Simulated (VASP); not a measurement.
# Si2Mo (I4/mmm) in VASP: notebook

Runs on Si2Mo. Level: PBE. Tasks: single point.

Program: VASP 6.6.1. These are calculated values, not measurements. Logs are shortened: lines on timing, memory, paths and dates and some standing lists are left out, and cuts for length are marked.

**1. The cell of the first run**

The structure is tetragonal, space group I4/mmm (No. 139). Conventional cell: a = 3.179 Å, b = 3.179 Å, c = 7.808 Å, α = 90.00°, β = 90.00°, γ = 90.00°. Mo (site symmetry 4/mmm) has 10 Si at 2.60 Å and 4 Mo at 3.18 Å within 3.4 Å. Within 3.4 Å of Si (site symmetry 4mm) lie 9 Si at 2.59 to 3.18 Å and 5 Mo at 2.60 Å.

**2. Single point, PBE**

INCAR

```
PREC     = Accurate       # precision mode
ENCUT    = 520            # plane-wave cutoff, eV
EDIFF    = 1E-6           # SCF threshold, eV
ISMEAR   = -1             # smearing method
SIGMA    = 0.05           # smearing width, eV
LREAL    = F              # projectors in reciprocal space
LASPH    = T              # aspherical terms in the spheres
NELM     = 80             # most SCF steps
ALGO     = Normal         # electronic algorithm
ISIF     = 2              # what is computed and relaxed
LWAVE    = F              # write WAVECAR
LCHARG   = T              # write CHGCAR
GGA      = PE             # functional
LELF     = T              # ELF
LVHAR    = T            
NBANDS   = 18             # bands
```

KPOINTS

```
regular mesh
0
Gamma
  12 12 12
```

POSCAR

```
Si2Mo
1.0
   -1.5892614214      1.5892614214      3.9041200105
    1.5892614214     -1.5892614214      3.9041200105
    1.5892614214      1.5892614214     -3.9041200105
Mo Si
1 2
Direct
    0.0000000000      0.0000000000      0.0000000000
    0.6670000000      0.6670000000      0.0000000000
    0.3330000000      0.3330000000      0.0000000000
```

Potentials or basis: VASP PAW PBE potentials, release 64 (Mo_sv, Si).

The run is started by

```sh
> cat potpaw_PBE.64/Mo_sv/POTCAR potpaw_PBE.64/Si/POTCAR > POTCAR
> mpirun -np 1 vasp_std > vasp.out
```

OUTCAR:

```text
PREC = Accurate
   ENCUT = 520
   EDIFF = 1E-6
   ISMEAR = -1
   LREAL = F
   LASPH = T
   NELM = 80
   ISIF = 2
   GGA = PE

 ion  position               nearest neighbor table
   1  0.000  0.000  0.000-   2 2.60   3 2.60   2 2.60   3 2.60   2 2.60   3 2.60   3 2.60   2 2.60
                             2 2.60   3 2.60
   2  0.667  0.667  0.000-   3 2.59   3 2.59   3 2.59   3 2.59   1 2.60   1 2.60   1 2.60   1 2.60
                             1 2.60   3 2.61
   3  0.333  0.333  0.000-   2 2.59   2 2.59   2 2.59   2 2.59   1 2.60   1 2.60   1 2.60   1 2.60
                             1 2.60   2 2.61

  LATTYP: Found a body centered tetragonal cell.
 ALAT       =     3.1785228428
 C/A-ratio  =     2.4565625000

  Lattice vectors:

 A1 = (  -1.5892614214,   1.5892614214,   3.9041200105)
 A2 = (   1.5892614214,  -1.5892614214,   3.9041200105)
 A3 = (   1.5892614214,   1.5892614214,  -3.9041200105)

Analysis of symmetry for initial positions (statically):
=====================================================================
 Subroutine PRICEL returns:
 Original cell was already a primitive cell.

 Routine SETGRP: Setting up the symmetry group for a
 body centered tetragonal supercell.

 Subroutine GETGRP returns: Found 16 space group operations
 (whereof 16 operations were pure point group operations)
 out of a pool of 16 trial point group operations.

The static configuration has the point symmetry D_4h.

Analysis of symmetry for dynamics (positions and initial velocities):
=====================================================================
 Subroutine PRICEL returns:
 Original cell was already a primitive cell.

 Routine SETGRP: Setting up the symmetry group for a
 body centered tetragonal supercell.

 Subroutine GETGRP returns: Found 16 space group operations
 (whereof 16 operations were pure point group operations)
 out of a pool of 16 trial point group operations.

The dynamic configuration has the point symmetry D_4h.

 Subroutine INISYM returns: Found 16 space group operations
 (whereof 16 operations are pure point group operations),
 and found     1 'primitive' translations

----------------------------------------------------------------------------------------

                                     Primitive cell

  volume of cell :      39.4434

  direct lattice vectors                    reciprocal lattice vectors
    -1.589261421  1.589261421  3.904120010     0.000000000  0.314611551  0.128069834
     1.589261421 -1.589261421  3.904120010     0.314611551  0.000000000  0.128069834
     1.589261421  1.589261421 -3.904120010     0.314611551  0.314611551  0.000000000

  length of vectors
     4.504848143  4.504848143  4.504848143     0.339679717  0.339679717  0.444927922

  position of ions in fractional coordinates (direct lattice)
     0.000000000  0.000000000  0.000000000
     0.667000000  0.667000000  0.000000000
     0.333000000  0.333000000  0.000000000

  ion indices of the primitive-cell ions
   primitive index   ion index
                 1           1
                 2           2
                 3           3

----------------------------------------------------------------------------------------

 KPOINTS: regular mesh

Automatic generation of k-mesh.
 Grid dimensions read from file:
 generate k-points for:   12   12   12

 Generating k-lattice:

  Cartesian coordinates                     Fractional coordinates (reciprocal lattice)
     0.000000000  0.026217629  0.010672486     0.083333333 -0.000000000  0.000000000
     0.026217629  0.000000000  0.010672486    -0.000000000  0.083333333  0.000000000
     0.026217629  0.026217629  0.000000000     0.000000000  0.000000000  0.083333333

  Length of vectors
     0.028306643  0.028306643  0.037077327

  Shift w.r.t. Gamma in fractional coordinates (k-lattice)
     0.000000000  0.000000000  0.000000000

 Subroutine IBZKPT returns following result:
 ===========================================

 Found    163 irreducible k-points:

 Following reciprocal coordinates:
            Coordinates               Weight
[... 42 lines left out ...]
  free energy    TOTEN  =       -23.22971795 eV

  energy without entropy =      -23.22753205  energy(sigma->0) =      -23.22862500

 E-fermi :  12.5809     XC(G=0): -12.5242

 val. band max:       12.5103920672   @ k =  -0.3333  -0.4167   0.3333
 cond. band min:      12.6215149432   @ k =   0.0833  -0.0000   0.0000
 fundamental gap:      0.1111228760
 Fermi energy:        12.5808757149

 k-point     1 :       0.0000    0.0000    0.0000
  band No.  band energies     occupation
      1     -48.1351      2.00000
      2     -22.3126      2.00000
      3     -22.2040      2.00000
      4     -22.2040      2.00000
      5      -1.0427      2.00000
      6       6.1068      2.00000
[... 10 lines left out ...]
     17      17.7207      0.00000
     18      17.7207      0.00000

 k-point     2 :       0.0833   -0.0000    0.0000
  band No.  band energies     occupation
      1     -48.1338      2.00000
      2     -22.3112      2.00000
      3     -22.2229      2.00000
      4     -22.2023      2.00000
      5      -0.9144      2.00000
      6       6.1186      2.00000
[... 10 lines left out ...]
     17      17.8458      0.00000
     18      18.4580      0.00000

 k-point     3 :       0.1667   -0.0000    0.0000
  band No.  band energies     occupation
      1     -48.1300      2.00000
      2     -22.3074      2.00000
      3     -22.2741      2.00000
      4     -22.1975      2.00000
      5      -0.5363      2.00000
      6       6.0866      2.00000
[... 10 lines left out ...]
     17      18.5672      0.00000
     18      19.9088      0.00000

 k-point     4 :       0.2500   -0.0000    0.0000
  band No.  band energies     occupation
      1     -48.1249      2.00000
      2     -22.3437      2.00000
      3     -22.3018      2.00000
      4     -22.1910      2.00000
      5       0.0715      2.00000
      6       5.7522      2.00000
[... 375 lines left out ...]
      4     -22.2457      2.00000
      5       2.4193      2.00000
      6       3.9530      2.00000
[... 10 lines left out ...]
     17      20.0673      0.00000
     18      21.5943      0.00000

 k-point    23 :       0.5000    0.1667    0.0000
  band No.  band energies     occupation
      1     -48.1099      2.00000
      2     -22.4691      2.00000
      3     -22.2835      2.00000
      4     -22.2435      2.00000
      5       2.9383      2.00000
      6       3.4262      2.00000
[... 10 lines left out ...]
     17      20.2345      0.00000
     18      21.4652      0.00000

 k-point    24 :      -0.4167    0.1667    0.0000
  band No.  band energies     occupation
      1     -48.1113      2.00000
      2     -22.4512      2.00000
      3     -22.2837      2.00000
      4     -22.2455      2.00000
      5       1.9445      2.00000
      6       4.4679      2.00000
[... 10 lines left out ...]
     17      20.0155      0.00000
     18      20.9037      0.00000

 [... further k-points ...]

------------------------ aborting loop because EDIFF is reached ----------------------------------------

  FORCE on cell =-STRESS in cart. coord.  units (eV):
  Direction    XX          YY          ZZ          XY          YZ          ZX
  --------------------------------------------------------------------------------------
  -------------------------------------------------------------------------------------
  Total        1.7771556      1.7771556      1.6293961      0.0000000     -0.0000000      0.0000000
  in kB       72.1875350     72.1875350     66.1855870      0.0000000     -0.0000000      0.0000000
  external PRESSURE =      70.1868857 kB  Pullay stress =       0.0000000 kB

 VOLUME and BASIS-vectors are now :
 -----------------------------------------------------------------------------
  energy-cutoff  :      520.00
  volume of cell :       39.44
      direct lattice vectors                 reciprocal lattice vectors
    -1.589261421  1.589261421  3.904120010     0.000000000  0.314611551  0.128069834
     1.589261421 -1.589261421  3.904120010     0.314611551  0.000000000  0.128069834
     1.589261421  1.589261421 -3.904120010     0.314611551  0.314611551  0.000000000

 POSITION                                       TOTAL-FORCE (eV/Angst)
 -----------------------------------------------------------------------------------
      0.00000      0.00000      0.00000         0.000000      0.000000      0.000000
      0.00000      0.00000      5.20810        -0.000000     -0.000000     -0.241842
      0.00000      0.00000      2.60014        -0.000000     -0.000000      0.241842
 -----------------------------------------------------------------------------------
    total drift:                                0.000000      0.000000     -0.000000

  FREE ENERGIE OF THE ION-ELECTRON SYSTEM (eV)
  ---------------------------------------------------
  free  energy   TOTEN  =       -23.2297179494 eV

  energy  without entropy=      -23.2275320464  energy(sigma->0) =      -23.22862500
```

Wall time 1.7 min (1 thread of AMD EPYC 9R45 (Zen 5), shared host); peak memory 0.24 GiB.

What came out:

| Item | Value |
| --- | --- |
| Free energy | -23.2297 eV |
| Pressure | 7.0 GPa |
| Largest force | 0.242 eV/Å |
| Band gap on the k mesh | zero (bands 11 and 12 overlap by 1.05 eV) |

Forces on the atoms (eV/Å):
```
Mo   0.000  0.000  0.000
Si   0.000  0.000 -0.242
Si   0.000  0.000  0.242
```

Caveat: the cell stands under pressure.

**3. Single point, PBE**

This run uses another cell than the first one, of 13.42 Å³/atom.

INCAR

```
SYSTEM = Si2Mo
ALGO = Normal
EDIFF = 1E-6
ENCUT = 520
GGA = PE
ISIF = 2
ISMEAR = -1
LASPH = .TRUE.
LCHARG = .TRUE.
LELF = .TRUE.
LREAL = .FALSE.
LVHAR = .TRUE.
LWAVE = .FALSE.
NBANDS = 18
NELM = 80
PREC = Accurate
SIGMA = 0.05
```

KPOINTS

```
k-points
0
G
  12 12 12
  0 0 0
```

POSCAR

```
Si2Mo
1.0
   -1.6000000000      1.6000000000      3.9305000000
    1.6000000000     -1.6000000000      3.9305000000
    1.6000000000      1.6000000000     -3.9305000000
Mo Si
1 2
Direct
    0.0000000000      0.0000000000      0.0000000000
    0.6670000000      0.6670000000      0.0000000000
    0.3330000000      0.3330000000      0.0000000000
```

Potentials or basis: VASP PAW PBE potentials, release 64 (Mo_sv, Si).

The run is started by

```sh
> cat potpaw_PBE.64/Mo_sv/POTCAR potpaw_PBE.64/Si/POTCAR > POTCAR
> mpirun -np 1 vasp_std > vasp.out
```

It took 1.7 min on 1 thread of AMD EPYC 9R45 (Zen 5), shared host; peak memory 0.24 GiB.

Results (log left out):

| Property | Result |
| --- | --- |
| Free energy | -23.2533 eV |
| Pressure | 2.4 GPa |
| Largest force | 0.274 eV/Å |
| Band gap on the k mesh | zero (bands 11 and 12 overlap by 1.04 eV) |

Forces on the atoms (eV/Å):
```
Mo   0.000  0.000  0.000
Si   0.000  0.000 -0.274
Si   0.000  0.000  0.274
```

Stress tensor (GPa, compression positive):
```
2.80 0.00 0.00
0.00 2.80 0.00
0.00 0.00 1.62
```

Levels at points of the mesh, in eV from the Fermi level:
| k point | band 8 | band 9 | band 10 | band 11 | band 12 | band 13 | band 14 | band 15 |
| --- | --- | --- | --- | --- | --- | --- | --- | --- |
| (0.00, 0.00, 0.00) | -3.02 | -2.66 | -2.66 | 0.41 | 3.07 | 3.11 | 3.63 | 3.63 |
| (0.50, 0.00, 0.00) | -4.48 | -2.62 | -2.51 | -0.52 | 2.26 | 3.01 | 4.02 | 4.25 |
| (0.50, 0.50, 0.00) | -5.28 | -4.50 | -3.07 | -1.14 | 2.32 | 2.71 | 3.00 | 3.24 |
| (0.50, 0.50, 0.50) | -2.29 | -0.59 | -0.59 | -0.53 | -0.53 | 0.54 | 4.61 | 5.15 |

**4. Single point, PBE**

This run uses another cell than the first one, of 13.42 Å³/atom.

INCAR

```
PREC = Accurate
ENCUT = 520
EDIFF = 1E-7
ISMEAR = -1
SIGMA = 0.05
LREAL = False
LASPH = True
NELM = 100
ALGO = Normal
ISIF = 2
LWAVE = False
LCHARG = False
GGA = PE
NBANDS = 18
```

KPOINTS

```
regular mesh
0
Gamma
  12 12 12
```

POSCAR is that of step 3.

The run is started by

```sh
> cat potpaw_PBE.64/Mo_sv/POTCAR potpaw_PBE.64/Si/POTCAR > POTCAR
> mpirun -np 1 vasp_std > vasp.out
```

Run time: 1.9 min. Hardware: 1 thread of AMD EPYC 9R45 (Zen 5), shared host; peak memory 0.25 GiB.

The run converged. Its results:

| Property | Result |
| --- | --- |
| Free energy | -23.2533 eV |
| Pressure | 2.4 GPa |
| Largest force | 0.274 eV/Å |
| Band gap on the k mesh | zero (bands 11 and 12 overlap by 1.04 eV) |

Forces on the atoms (eV/Å):
```
Mo   0.000  0.000  0.000
Si   0.000  0.000 -0.274
Si   0.000  0.000  0.274
```

Stress tensor (GPa, compression positive):
```
2.79 0.00 0.00
0.00 2.79 0.00
0.00 0.00 1.61
```

Levels at points of the mesh, in eV from the Fermi level:
| k point | band 8 | band 9 | band 10 | band 11 | band 12 | band 13 | band 14 | band 15 |
| --- | --- | --- | --- | --- | --- | --- | --- | --- |
| (0.00, 0.00, 0.00) | -3.02 | -2.66 | -2.66 | 0.41 | 3.07 | 3.10 | 3.63 | 3.63 |
| (0.50, 0.00, 0.00) | -4.48 | -2.62 | -2.51 | -0.52 | 2.26 | 3.01 | 4.02 | 4.25 |
| (0.50, 0.50, 0.00) | -5.28 | -4.50 | -3.07 | -1.14 | 2.32 | 2.71 | 3.00 | 3.24 |
| (0.50, 0.50, 0.50) | -2.29 | -0.59 | -0.59 | -0.53 | -0.53 | 0.54 | 4.61 | 5.15 |

**5. Single point, PBE**

This run uses another cell than the first one, of 13.68 Å³/atom.

INCAR

```
ALGO = Normal ; EDIFF = 1E-6
ENCUT = 520 ; GGA = PE
ISIF = 2 ; ISMEAR = -1
LASPH = T ; LCHARG = T
LELF = T ; LREAL = F
LVHAR = T ; LWAVE = F
NBANDS = 18 ; NELM = 60
PREC = Accurate ; SIGMA = 0.05
```

KPOINTS

```
k-points
0
Gamma
  12 12 12
```

POSCAR

```
Si2Mo
1.0
   -1.6105963353      1.6105963353      3.9565305599
    1.6105963353     -1.6105963353      3.9565305599
    1.6105963353      1.6105963353     -3.9565305599
Mo Si
1 2
Direct
    0.0000000000      0.0000000000      0.0000000000
    0.6670000000      0.6670000000      0.0000000000
    0.3330000000      0.3330000000      0.0000000000
```

The run is started by

```sh
> cat potpaw_PBE.64/Mo_sv/POTCAR potpaw_PBE.64/Si/POTCAR > POTCAR
> mpirun -np 1 vasp_std > vasp.out
```

Wall time 1.8 min (1 thread of AMD EPYC 9R45 (Zen 5), shared host); peak memory 0.25 GiB.

Results (log left out):

| Quantity | Value |
| --- | --- |
| Free energy | -23.2550 eV |
| Pressure | -1.7 GPa |
| Largest force | 0.305 eV/Å |
| Band gap on the k mesh | zero (bands 11 and 12 overlap by 1.03 eV) |

Forces on the atoms (eV/Å):
```
Mo   0.000  0.000  0.000
Si   0.000  0.000 -0.305
Si   0.000  0.000  0.305
```

Stress tensor (GPa, compression positive):
```
-1.17  0.00  0.00
 0.00 -1.17  0.00
 0.00  0.00 -2.87
```

Levels at points of the mesh, in eV from the Fermi level:
| k point | band 7 | band 8 | band 9 | band 10 | band 11 | band 12 | band 13 | band 14 | band 15 | band 16 |
| --- | --- | --- | --- | --- | --- | --- | --- | --- | --- | --- |
| (0.00, 0.00, 0.00) | -3.50 | -2.93 | -2.61 | -2.61 | 0.40 | 2.95 | 3.18 | 3.57 | 3.57 | 3.96 |
| (0.50, 0.00, 0.00) | -4.84 | -4.42 | -2.55 | -2.46 | -0.50 | 2.19 | 2.98 | 3.87 | 4.19 | 5.44 |
| (0.50, 0.50, 0.00) | -5.62 | -5.29 | -4.43 | -2.99 | -1.14 | 2.25 | 2.62 | 2.92 | 3.18 | 4.79 |
| (0.50, 0.50, 0.50) | -3.40 | -2.24 | -0.58 | -0.58 | -0.53 | -0.53 | 0.53 | 4.53 | 4.92 | 5.88 |

**6. Single point, PBE**

This run uses another cell than the first one, of 13.95 Å³/atom.

INCAR

```
SYSTEM = Si2Mo
PREC     = Accurate       ! precision mode
ENCUT    = 520            ! plane-wave cutoff, eV
EDIFF    = 1E-6           ! SCF threshold, eV
ISMEAR   = -1             ! smearing method
SIGMA    = 0.05           ! smearing width, eV
LREAL    = .FALSE.        ! projectors in reciprocal space
LASPH    = .TRUE.         ! aspherical terms in the spheres
NELM     = 80             ! most SCF steps
ALGO     = Normal         ! electronic algorithm
ISIF     = 2              ! what is computed and relaxed
LWAVE    = .FALSE.        ! write WAVECAR
LCHARG   = .TRUE.         ! write CHGCAR
GGA      = PE             ! functional
LELF     = .TRUE.         ! ELF
LVHAR    = .TRUE.       
NBANDS   = 18             ! bands
```

KPOINTS

```
regular mesh
0
G
  12 12 12
  0 0 0
```

POSCAR

```
Si2Mo
1.0
   -1.6210550461      1.6210550461      3.9822230367
    1.6210550461     -1.6210550461      3.9822230367
    1.6210550461      1.6210550461     -3.9822230367
Mo Si
1 2
Direct
    0.0000000000      0.0000000000      0.0000000000
    0.6670000000      0.6670000000      0.0000000000
    0.3330000000      0.3330000000      0.0000000000
```

Potentials or basis: VASP PAW PBE potentials, release 64 (Mo_sv, Si).

The run is started by

```sh
> cat potpaw_PBE.64/Mo_sv/POTCAR potpaw_PBE.64/Si/POTCAR > POTCAR
> mpirun -np 1 vasp_std > vasp.out
```

It took 1.8 min on 1 thread of AMD EPYC 9R45 (Zen 5), shared host; peak memory 0.25 GiB.

It converged, with:

```
Free energy            : -23.2368 eV
Pressure               : -5.5 GPa
Largest force          : 0.334 eV/Å
Band gap on the k mesh : zero (bands 11 and 12 overlap by 1.01 eV)
```

Forces on the atoms (eV/Å):
```
Mo   0.000  0.000  0.000
Si   0.000  0.000 -0.334
Si   0.000  0.000  0.334
```

Stress tensor (GPa, compression positive):
```
-4.74  0.00  0.00
 0.00 -4.74  0.00
 0.00  0.00 -6.88
```

Levels at points of the mesh, in eV from the Fermi level:
```csv
k point,band 7,band 8,band 9,band 10,band 11,band 12,band 13,band 14,band 15,band 16
"(0.00, 0.00, 0.00)",-3.53,-2.84,-2.55,-2.55,0.39,2.83,3.24,3.52,3.52,3.87
"(0.50, 0.00, 0.00)",-4.76,-4.36,-2.49,-2.40,-0.48,2.13,2.94,3.72,4.13,5.41
"(0.50, 0.50, 0.00)",-5.53,-5.30,-4.35,-2.91,-1.13,2.18,2.53,2.85,3.11,4.77
"(0.50, 0.50, 0.50)",-3.29,-2.18,-0.56,-0.56,-0.53,-0.53,0.51,4.45,4.70,5.87
```

Caveat: the cell stands under tension.

**7. Summary**

```tsv
cell	gap on the mesh (eV)	pressure (GPa)	largest force (eV/Å)
a = 4.505 Å, angles 138.7, 138.7, 59.9°, 3 atoms	none	7.0	0.24
a = 4.535 Å, angles 138.7, 138.7, 59.9°, 3 atoms	none	2.4	0.27
a = 4.565 Å, angles 138.7, 138.7, 59.9°, 3 atoms	none	-1.7	0.30
a = 4.595 Å, angles 138.7, 138.7, 59.9°, 3 atoms	none	-5.5	0.33
```

Alike in all rows: task single point; level PBE; potentials or basis VASP PAW PBE potentials, release 64 (Mo_sv, Si); no spin polarisation; k mesh 12 × 12 × 12; cutoff (eV) 520; smearing fermi-dirac 0.05 eV.

Caveats: the cell stands under pressure (at least some runs); the cell stands under tension (at least some runs).

Absolute energies hang on the potentials; compare differences alone.
